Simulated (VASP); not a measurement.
Here is a VASP 6.6.1 calculation.

Contents of INCAR:

```
SYSTEM = AlSbSe4
ALGO = Normal
EDIFF = 1E-6
EDIFFG = -0.01
ENCUT = 600
GGA = PE
IBRION = 2
ISIF = 3
ISMEAR = 0
LASPH = .True.
LCHARG = .False.
LREAL = .False.
LWAVE = .False.
NELM = 80
NSW = 100
PREC = Accurate
SIGMA = 0.1
```

KPOINTS

```
k-points
0
Gamma
  8 8 8
  0 0 0
```

File POSCAR:

```
AlSbSe4
1.0
    0.0000000000      4.1134651518      4.1134651518
    4.1134651518      0.0000000000      4.1134651518
    4.1134651518      4.1134651518      0.0000000000
Al Sb Se
1 1 4
Direct
    0.0000000000      0.0000000000      0.0000000000
    0.7500000000      0.7500000000      0.7500000000
    0.3750000000      0.8750000000      0.3750000000
    0.3750000000      0.3750000000      0.8750000000
    0.3750000000      0.3750000000      0.3750000000
    0.8750000000      0.3750000000      0.3750000000
```

Potentials or basis: VASP PAW PBE potentials, release 64 (Al, Sb, Se).

The run is started by

```console
$ cat potpaw_PBE.64/Al/POTCAR potpaw_PBE.64/Sb/POTCAR potpaw_PBE.64/Se/POTCAR > POTCAR
$ mpirun -np 1 vasp_std > vasp.out
```

Question: Estimate the space group after relaxing (to 0.1 Å).

Answer: F-43m (No. 216).

Question: Estimate the relaxed cell.

Answer: a = 5.805 Å, b = 5.805 Å, c = 5.805 Å, α = 60.00°, β = 60.00°, γ = 60.00°.

Question: Estimate the band gap on the k mesh.

Answer: Zero (bands 16 and 17 overlap by 1.17 eV).

The path:
```tsv
step	energy change (eV)	largest force (eV/Å)	pressure (GPa)	volume (Å³)
1	0.0000	0.0662	-0.32	139.20
2	-0.0016	0.0442	0.03	138.28
3	-0.0016	0.0400	0.09	138.12
4	-0.0019	0.0210	0.05	138.23
5	-0.0021	0.0008	0.01	138.35
```

Caveat: spin-orbit coupling is left out, which moves the levels of the heavy elements.
